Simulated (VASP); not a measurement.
Write the native input for VASP 6.6.1 that does the following.

```
Task                   : relaxation of cell and atoms
Functional             : r2SCAN
Dispersion             : D4
Potentials or basis    : VASP PAW PBE potentials, release 64 (Hf_pv, N)
Cutoff                 : 660 eV
k mesh                 : 10 × 10 × 10
Occupations            : fermi-dirac, width 0.05 eV
Spin                   : no spin polarisation
Dipole correction      : no
Further INCAR settings : ALGO = Normal; EDIFF = 1e-07; IBRION = 2; EDIFFG = -0.005; NSW = 80; ISIF = 3
```

HfN:

```
CELL_PARAMETERS angstrom
0.00000 2.25600 2.25600
2.25600 0.00000 2.25600
2.25600 2.25600 0.00000
ATOMIC_POSITIONS crystal
Hf 0.00000 0.00000 0.00000
N 0.50000 0.50000 0.50000
```

These files were run (other wordings do the same):

POSCAR

```
HfN
1.0
    0.0000000000      2.2560000000      2.2560000000
    2.2560000000      0.0000000000      2.2560000000
    2.2560000000      2.2560000000      0.0000000000
Hf N
1 1
Direct
    0.0000000000      0.0000000000      0.0000000000
    0.5000000000      0.5000000000      0.5000000000
```

INCAR.step1

```
PREC = Accurate
ENCUT = 660
ISMEAR = -1
SIGMA = 0.05
LREAL = False
LASPH = True
NELM = 120
GGA = PE
ALGO = Normal
EDIFF = 1E-5
LWAVE = True
LCHARG = False
GGA_COMPAT = False
IBRION = 2
ISIF = 3
EDIFFG = -0.005
NELMIN = 4
NSW = 100
```

INCAR.step2

```
PREC = Accurate
ENCUT = 660
EDIFF = 1E-7
ISMEAR = -1
SIGMA = 0.05
LREAL = False
LASPH = True
NELM = 120
ALGO = Normal
ISIF = 3
LWAVE = False
LCHARG = False
METAGGA = R2SCAN
LMIXTAU = True
IVDW = 13
VDW_S6 = 1.0
VDW_S8 = 0.6018749
VDW_A1 = 0.51559235
VDW_A2 = 5.77342911
IBRION = 2
NSW = 80
EDIFFG = -0.005
ISTART = 1
GGA_COMPAT = False
NELMIN = 4
```

KPOINTS

```
Automatic mesh
0
Gamma
  10 10 10
```

Potentials or basis: VASP PAW PBE potentials, release 64 (Hf_pv, N).

Command:

```console
$ cat potpaw_PBE.64/Hf_pv/POTCAR potpaw_PBE.64/N/POTCAR > POTCAR
$ cp INCAR.step1 INCAR
$ mpirun -np 1 vasp_std > vasp.out
$ cp INCAR.step2 INCAR
$ mpirun -np 1 vasp_std > vasp.out
```

Results of the run:

```json
{
 "Relaxed volume": "11.41 Å³/atom",
 "Relaxed cell": "a = 3.184 Å, b = 3.184 Å, c = 3.184 Å, α = 60.00°, β = 60.00°, γ = 60.00°",
 "Space group after relaxing (to 0.1 Å)": "Fm-3m (No. 225)",
 "Energy gained by relaxing": "0.4 meV/atom",
 "Ionic steps": "4",
 "Pressure after relaxing": "0.0 GPa",
 "Band gap on the k mesh": "zero (an odd number of electrons rules out a gap without spin polarisation)",
 "Dispersion energy per atom": "-0.105 eV"
}
```

Caveat: the PAW data sets were made with another functional, which shifts forces and pressure a little; spin-orbit coupling is left out, which moves the levels of the heavy elements.

Wall time 2.2 min on 1 thread of Intel(R) Xeon(R) 6975P-C (Granite Rapids), with other jobs on the host, peak memory 0.2 GiB.
